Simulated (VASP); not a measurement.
# CoCl (Pm-3m) in VASP: a series of runs

The runs below take CoCl through single point, relaxation of cell and atoms, with PBE.

All numbers are computed with VASP 6.6.1; they aren't measurements. Logs are shortened: lines on timing, memory, paths and dates and some standing lists are left out, and cuts for length are marked.

**1. The cell of the first run**

Symmetry: Pm-3m, No. 221, cubic system. Conventional cell: a = 3.076 Å, b = 3.076 Å, c = 3.076 Å, α = 90.00°, β = 90.00°, γ = 90.00°. Within 3.5 Å of Co (site symmetry m-3m) lie 8 Cl at 2.66 Å and 6 Co at 3.08 Å. Within 3.5 Å of Cl (site symmetry m-3m) lie 8 Co at 2.66 Å and 6 Cl at 3.08 Å.

**2. Single point, PBE, collinear spin, ferromagnetic start**

File INCAR:

```
SYSTEM = CoCl
ALGO     = Normal         ! electronic algorithm
EDIFF    = 1E-6           ! SCF threshold, eV
ENCUT    = 520            ! plane-wave cutoff, eV
GGA      = PE             ! functional
ISIF     = 2              ! what is computed and relaxed
ISMEAR   = 0              ! smearing method
ISPIN    = 2              ! spin polarisation
LASPH    = .True.         ! aspherical terms in the spheres
LCHARG   = .True.         ! write CHGCAR
LELF     = .True.         ! ELF
LMAXMIX  = 4              ! l up to which the mixer works
LORBIT   = 11             ! projections on sites
LREAL    = .False.        ! projectors in reciprocal space
LVHAR    = .True.       
LWAVE    = .False.        ! write WAVECAR
MAGMOM   = 2.21 0         ! initial moments
NBANDS   = 19             ! bands
NELM     = 150            ! most SCF steps
PREC     = Accurate       ! precision mode
SIGMA    = 0.1            ! smearing width, eV
```

File KPOINTS:

```
k-points
0
Gamma
  6 6 6
  0 0 0
```

File POSCAR:

```
CoCl
1.0
    3.0755950481      0.0000000000      0.0000000000
    0.0000000000      3.0755950481      0.0000000000
    0.0000000000      0.0000000000      3.0755950481
Co Cl
1 1
Direct
    0.0000000000      0.0000000000      0.0000000000
    0.5000000000      0.5000000000      0.5000000000
```

Potentials or basis: VASP PAW PBE potentials, release 64 (Co, Cl).

Command:

```bash
cat potpaw_PBE.64/Co/POTCAR potpaw_PBE.64/Cl/POTCAR > POTCAR
mpirun -np 1 vasp_std > vasp.out
```

OUTCAR:

```text
SYSTEM = CoCl
   EDIFF = 1E-6
   ENCUT = 520
   GGA = PE
   ISIF = 2
   ISMEAR = 0
   ISPIN = 2
   LASPH = .True.
   LORBIT = 11
   LREAL = .False.
   NELM = 150
   PREC = Accurate

 ion  position               nearest neighbor table
   1  0.000  0.000  0.000-   2 2.66   2 2.66   2 2.66   2 2.66   2 2.66   2 2.66   2 2.66   2 2.66

   2  0.500  0.500  0.500-   1 2.66   1 2.66   1 2.66   1 2.66   1 2.66   1 2.66   1 2.66   1 2.66

  LATTYP: Found a simple cubic cell.
 ALAT       =     3.0755950481

  Lattice vectors:

 A1 = (   3.0755950481,   0.0000000000,   0.0000000000)
 A2 = (   0.0000000000,   3.0755950481,   0.0000000000)
 A3 = (   0.0000000000,   0.0000000000,   3.0755950481)

Analysis of symmetry for initial positions (statically):
=====================================================================
 Subroutine PRICEL returns:
 Original cell was already a primitive cell.

 Routine SETGRP: Setting up the symmetry group for a
 simple cubic supercell.

 Subroutine GETGRP returns: Found 48 space group operations
 (whereof 48 operations were pure point group operations)
 out of a pool of 48 trial point group operations.

The static configuration has the point symmetry O_h .

Analysis of symmetry for dynamics (positions and initial velocities):
=====================================================================
 Subroutine PRICEL returns:
 Original cell was already a primitive cell.

 Routine SETGRP: Setting up the symmetry group for a
 simple cubic supercell.

 Subroutine GETGRP returns: Found 48 space group operations
 (whereof 48 operations were pure point group operations)
 out of a pool of 48 trial point group operations.

The dynamic configuration has the point symmetry O_h .

Analysis of structural, dynamic, and magnetic symmetry:
=====================================================================
 Subroutine PRICEL returns:
 Original cell was already a primitive cell.

 Routine SETGRP: Setting up the symmetry group for a
 simple cubic supercell.

 Subroutine GETGRP returns: Found 48 space group operations
 (whereof 48 operations were pure point group operations)
 out of a pool of 48 trial point group operations.

The overall configuration has the point symmetry O_h .

 Subroutine INISYM returns: Found 48 space group operations
 (whereof 48 operations are pure point group operations),
 and found     1 'primitive' translations

[... 111 lines left out ...]
  Fermi-wavevector in a.u.,A,eV,Ry     =   1.341279  2.534649 24.477267  1.799028
  Thomas-Fermi vector in A             =   2.469525
   LORBIT       =     11    0 simple, 1 ext, 2 COOP (PROOUT), +10 PAW based schemes
   GGA     = PE    functional components
   LHFCALC =     F    Hartree Fock is set to
   AEXX    =    0.0000 exact exchange contribution
   IVDW    =     0    specifies the selected vdW correction
   LEPSILON=     F    determine dielectric tensor
   LRPA    =     F    only Hartree local field effects (RPA)
 spin polarized calculation
 Gauss-broadening in eV      SIGMA  =   0.10
  energy-cutoff  :      520.00
  volume of cell :       29.09
 maximum number of plane-waves:       804
 NGX is ok and might be reduce to    24
   NGX = 11   NGY = 11   NGZ = 11

 number of electron      16.0000018 magnetization       2.0092404

 Free energy of the ion-electron system (eV)
  ---------------------------------------------------
  ext. energy  EPLUGINS =         0.00000000
  ---------------------------------------------------
  free energy    TOTEN  =        -7.86545143 eV

  energy without entropy =       -7.85286792  energy(sigma->0) =       -7.85915968

 E-fermi :   8.5409     XC(G=0): -11.5338

 val. band max:        8.5214365110   @ k =   0.0000   0.0000   0.0000
 cond. band min:       8.5486074845   @ k =   0.1667   0.0000   0.0000
 fundamental gap:      0.0271709735
 Fermi energy:         8.5408933478

 spin component 1

 k-point     1 :       0.0000    0.0000    0.0000
  band No.  band energies     occupation
      1     -10.0499      1.00000
      2       4.3436      1.00000
      3       4.3436      1.00000
      4       4.3436      1.00000
      5       5.3900      1.00000
      6       5.3900      1.00000
[... 416 lines left out ...]
      5       7.0578      1.00000
      6       7.0578      1.00000
[... 11 lines left out ...]
     18      27.5111      0.00000
     19      31.8517      0.00000
 Fermi energy:         8.5408933478

 spin component 2

 k-point     1 :       0.0000    0.0000    0.0000
  band No.  band energies     occupation
      1      -9.9143      1.00000
      2       4.4846      1.00000
      3       4.4846      1.00000
      4       4.4846      1.00000
      5       6.6926      1.00000
      6       6.6926      1.00000
[... 417 lines left out ...]
      6       8.8381      0.00001
[... 11 lines left out ...]
     18      27.6627      0.00000
     19      31.9984      0.00000

------------------------ aborting loop because EDIFF is reached ----------------------------------------

  FORCE on cell =-STRESS in cart. coord.  units (eV):
  Direction    XX          YY          ZZ          XY          YZ          ZX
  --------------------------------------------------------------------------------------
  -------------------------------------------------------------------------------------
  Total       -0.0400991     -0.0400991     -0.0400991     -0.0000000      0.0000000     -0.0000000
  in kB       -2.2082961     -2.2082961     -2.2082961     -0.0000000      0.0000000     -0.0000000
  external PRESSURE =      -2.2082961 kB  Pullay stress =       0.0000000 kB

 VOLUME and BASIS-vectors are now :
 -----------------------------------------------------------------------------
  energy-cutoff  :      520.00
  volume of cell :       29.09
      direct lattice vectors                 reciprocal lattice vectors
     3.075595048  0.000000000  0.000000000     0.325140334  0.000000000  0.000000000
     0.000000000  3.075595048  0.000000000     0.000000000  0.325140334  0.000000000
     0.000000000  0.000000000  3.075595048     0.000000000  0.000000000  0.325140334

 POSITION                                       TOTAL-FORCE (eV/Angst)
 -----------------------------------------------------------------------------------
      0.00000      0.00000      0.00000         0.000000      0.000000      0.000000
      1.53780      1.53780      1.53780         0.000000      0.000000      0.000000
 -----------------------------------------------------------------------------------
    total drift:                                0.000000      0.000000     -0.000000

  FREE ENERGIE OF THE ION-ELECTRON SYSTEM (eV)
  ---------------------------------------------------
  free  energy   TOTEN  =        -7.8654514338 eV

  energy  without entropy=       -7.8528679239  energy(sigma->0) =       -7.85915968

 total charge

# of ion       s       p       d       tot
------------------------------------------
    1        0.226   0.207   7.370   7.802
    2        1.621   3.436   0.000   5.057
--------------------------------------------------
tot          1.847   3.642   7.370  12.859

 magnetization (x)

# of ion       s       p       d       tot
------------------------------------------
    1       -0.013  -0.005   1.932   1.914
    2        0.005   0.147   0.000   0.152
--------------------------------------------------
tot         -0.008   0.142   1.932   2.066
```

stdout:

```text
POSCAR found type information on POSCAR CoCl
 POSCAR found :  2 types and       2 ions
 scaLAPACK will be used
 LDA part: xc-table for (Slater+PW92), standard interpolation
 POSCAR, INCAR and KPOINTS ok, starting setup
 FFT: planning ... GRIDC
 FFT: planning ... GRID_SOFT
 FFT: planning ... GRID
 WAVECAR not read
 entering main loop
```

It took 25 s on 1 thread of Intel Xeon Platinum 8259CL at 2.50GHz (Skylake/Cascade Lake), shared host; peak memory 0.16 GiB.

What came out:

```
Free energy                                           : -7.8655 eV
Pressure                                              : -0.2 GPa
Band gap on the k mesh                                : zero (filled and empty bands overlap)
Net moment                                            : 2.01 μB per cell
Site moments                                          : Co +1.91; Cl +0.15 μB
Valence electrons inside the program's atomic spheres : Co 7.80; Cl 5.06
```

Caveat: a cell with one magnetic atom can't hold antiferromagnetic order, which such compounds often take; semilocal functionals often make such compounds metallic where correlation or magnetic order opens a gap, which also shifts bond lengths.

**3. Single point, PBE, collinear spin, ferromagnetic start**

This run uses another cell than the first one, of 18.45 Å³/atom, 1.268 times its volume.

File INCAR:

```
  PREC = Accurate
  ENCUT = 520
  EDIFF = 1E-6
  ISMEAR = 0
  SIGMA = 0.1
  LREAL = False
  LASPH = True
  NELM = 150
  ALGO = Normal
  ISIF = 2
  LWAVE = False
  LCHARG = False
  ISPIN = 2
  MAGMOM = 3 0
  LORBIT = 11
  LMAXMIX = 4
  GGA = PE
  NBANDS = 19
```

File KPOINTS:

```
regular mesh
0
Gamma
  6 6 6
```

File POSCAR:

```
CoCl
1.0
    3.3289871784      0.0000000000      0.0000000000
    0.0000000000      3.3289871784      0.0000000000
    0.0000000000      0.0000000000      3.3289871784
Co Cl
1 1
Direct
    0.0000000000      0.0000000000      0.0000000000
    0.5000000000      0.5000000000      0.5000000000
```

Potentials or basis: VASP PAW PBE potentials, release 64 (Co, Cl).

Command:

```bash
cat potpaw_PBE.64/Co/POTCAR potpaw_PBE.64/Cl/POTCAR > POTCAR
mpirun -np 1 vasp_std > vasp.out
```

OUTCAR:

```text
PREC = Accurate
   ENCUT = 520
   EDIFF = 1E-6
   ISMEAR = 0
   LREAL = False
   LASPH = True
   NELM = 150
   ISIF = 2
   ISPIN = 2
   LORBIT = 11
   GGA = PE

 ion  position               nearest neighbor table
   1  0.000  0.000  0.000-   2 2.88   2 2.88   2 2.88   2 2.88   2 2.88   2 2.88   2 2.88   2 2.88

   2  0.500  0.500  0.500-   1 2.88   1 2.88   1 2.88   1 2.88   1 2.88   1 2.88   1 2.88   1 2.88

  LATTYP: Found a simple cubic cell.
 ALAT       =     3.3289871784

  Lattice vectors:

 A1 = (   3.3289871784,   0.0000000000,   0.0000000000)
 A2 = (   0.0000000000,   3.3289871784,   0.0000000000)
 A3 = (   0.0000000000,   0.0000000000,   3.3289871784)

Analysis of symmetry for initial positions (statically):
=====================================================================
 Subroutine PRICEL returns:
 Original cell was already a primitive cell.

 Routine SETGRP: Setting up the symmetry group for a
 simple cubic supercell.

 Subroutine GETGRP returns: Found 48 space group operations
 (whereof 48 operations were pure point group operations)
 out of a pool of 48 trial point group operations.

The static configuration has the point symmetry O_h .

Analysis of symmetry for dynamics (positions and initial velocities):
=====================================================================
 Subroutine PRICEL returns:
 Original cell was already a primitive cell.

 Routine SETGRP: Setting up the symmetry group for a
 simple cubic supercell.

 Subroutine GETGRP returns: Found 48 space group operations
 (whereof 48 operations were pure point group operations)
 out of a pool of 48 trial point group operations.

The dynamic configuration has the point symmetry O_h .

Analysis of structural, dynamic, and magnetic symmetry:
=====================================================================
 Subroutine PRICEL returns:
 Original cell was already a primitive cell.

 Routine SETGRP: Setting up the symmetry group for a
[... 145 lines left out ...]
  ---------------------------------------------------
  free energy    TOTEN  =        -7.60871639 eV

  energy without entropy =       -7.58473416  energy(sigma->0) =       -7.59672528

 E-fermi :   5.9515     XC(G=0): -10.2946

 val. band max:        5.9301248990   @ k =   0.5000   0.3333   0.1667
 cond. band min:       5.9773152330   @ k =   0.5000   0.3333   0.3333
 fundamental gap:      0.0471903340
 Fermi energy:         5.9515146000

 spin component 1

 k-point     1 :       0.0000    0.0000    0.0000
  band No.  band energies     occupation
      1     -11.3463      1.00000
      2       2.0171      1.00000
      3       2.0171      1.00000
      4       2.0171      1.00000
      5       3.4466      1.00000
      6       3.4466      1.00000
[... 416 lines left out ...]
      5       4.3887      1.00000
      6       4.3887      1.00000
[... 11 lines left out ...]
     18      23.3355      0.00000
     19      26.4444      0.00000
 Fermi energy:         5.9515146000

 spin component 2

 k-point     1 :       0.0000    0.0000    0.0000
  band No.  band energies     occupation
      1     -11.2582      1.00000
      2       2.1081      1.00000
      3       2.1081      1.00000
      4       2.1081      1.00000
      5       4.4085      1.00000
      6       4.4087      1.00000
[... 417 lines left out ...]
      6       5.7537      0.99743
[... 11 lines left out ...]
     18      23.4062      0.00000
     19      26.5141      0.00000

------------------------ aborting loop because EDIFF is reached ----------------------------------------

  FORCE on cell =-STRESS in cart. coord.  units (eV):
  Direction    XX          YY          ZZ          XY          YZ          ZX
  --------------------------------------------------------------------------------------
  -------------------------------------------------------------------------------------
  Total       -1.8391832     -1.8391832     -1.8391832     -0.0000000      0.0000000     -0.0000000
  in kB      -79.8728560    -79.8728560    -79.8728560     -0.0000000      0.0000000     -0.0000000
  external PRESSURE =     -79.8728560 kB  Pullay stress =       0.0000000 kB

 VOLUME and BASIS-vectors are now :
 -----------------------------------------------------------------------------
  energy-cutoff  :      520.00
  volume of cell :       36.89
      direct lattice vectors                 reciprocal lattice vectors
     3.328987178  0.000000000  0.000000000     0.300391665  0.000000000  0.000000000
     0.000000000  3.328987178  0.000000000     0.000000000  0.300391665  0.000000000
     0.000000000  0.000000000  3.328987178     0.000000000  0.000000000  0.300391665

 POSITION                                       TOTAL-FORCE (eV/Angst)
 -----------------------------------------------------------------------------------
      0.00000      0.00000      0.00000         0.000000      0.000000      0.000000
      1.66449      1.66449      1.66449         0.000000      0.000000      0.000000
 -----------------------------------------------------------------------------------
    total drift:                               -0.000000      0.000000      0.000000

  FREE ENERGIE OF THE ION-ELECTRON SYSTEM (eV)
  ---------------------------------------------------
  free  energy   TOTEN  =        -7.6087163871 eV

  energy  without entropy=       -7.5847341648  energy(sigma->0) =       -7.59672528

 total charge

# of ion       s       p       d       tot
------------------------------------------
    1        0.190   0.119   7.322   7.631
    2        1.620   3.420   0.000   5.041
--------------------------------------------------
tot          1.811   3.540   7.322  12.672

 magnetization (x)

# of ion       s       p       d       tot
------------------------------------------
    1       -0.007   0.000   1.996   1.989
    2        0.002   0.082   0.000   0.084
--------------------------------------------------
tot         -0.005   0.083   1.996   2.073
```

OSZICAR:

```text
N       E                     dE             d eps       ncg     rms          rms(c)
DAV:   1     0.921730798363E+02    0.92173E+02   -0.66321E+03  1520   0.825E+02
DAV:   2    -0.717732478959E+00   -0.92891E+02   -0.81209E+02  1707   0.194E+02
DAV:   3    -0.784135869508E+01   -0.71236E+01   -0.69618E+01  1845   0.578E+01
DAV:   4    -0.795898989904E+01   -0.11763E+00   -0.11746E+00  1860   0.729E+00
DAV:   5    -0.796241200680E+01   -0.34221E-02   -0.34216E-02  1880   0.132E+00    0.127E+01
DAV:   6    -0.840029122689E+01   -0.43788E+00   -0.64152E+00  1841   0.315E+01    0.102E+01
DAV:   7    -0.759054818030E+01    0.80974E+00   -0.19865E+00  1785   0.268E+01    0.292E+00
DAV:   8    -0.761204012707E+01   -0.21492E-01   -0.14868E-01  1767   0.269E+00    0.220E+00
DAV:   9    -0.760949229683E+01    0.25478E-02   -0.12913E-02  1936   0.858E-01    0.109E+00
DAV:  10    -0.760864876380E+01    0.84353E-03   -0.46453E-03  1958   0.787E-01    0.209E-01
DAV:  11    -0.760867086340E+01   -0.22100E-04   -0.66462E-04  1827   0.206E-01    0.141E-01
DAV:  12    -0.760870023236E+01   -0.29369E-04   -0.35507E-05  1810   0.460E-02    0.467E-02
DAV:  13    -0.760871323051E+01   -0.12998E-04   -0.11001E-05  1775   0.282E-02    0.266E-02
DAV:  14    -0.760871612710E+01   -0.28966E-05   -0.30714E-06  1692   0.158E-02    0.544E-03
DAV:  15    -0.760871638712E+01   -0.26002E-06   -0.43250E-07   934   0.445E-03
   1 F= -.76087164E+01 E0= -.75967253E+01  d E =-.239822E-01  mag=     2.0648
```

stdout:

```text
POSCAR found type information on POSCAR CoCl
 POSCAR found :  2 types and       2 ions
 scaLAPACK will be used
 LDA part: xc-table for (Slater+PW92), standard interpolation
 POSCAR, INCAR and KPOINTS ok, starting setup
 FFT: planning ... GRIDC
 FFT: planning ... GRID_SOFT
 FFT: planning ... GRID
 WAVECAR not read
 entering main loop
```

Run time: 31 s. Hardware: 1 thread of Intel Xeon Platinum 8259CL at 2.50GHz (Skylake/Cascade Lake), shared host; peak memory 0.18 GiB.

Results:

- Free energy: -7.6087 eV
- Pressure: -8.0 GPa
- Net moment: 2.06 μB per cell
- Site moments: Co +1.99; Cl +0.08 μB
- Valence electrons inside the program's atomic spheres: Co 7.63; Cl 5.04

Caveat: a cell with one magnetic atom can't hold antiferromagnetic order, which such compounds often take; semilocal functionals often make such compounds metallic where correlation or magnetic order opens a gap, which also shifts bond lengths.

(Continued in part 2 of 2.)
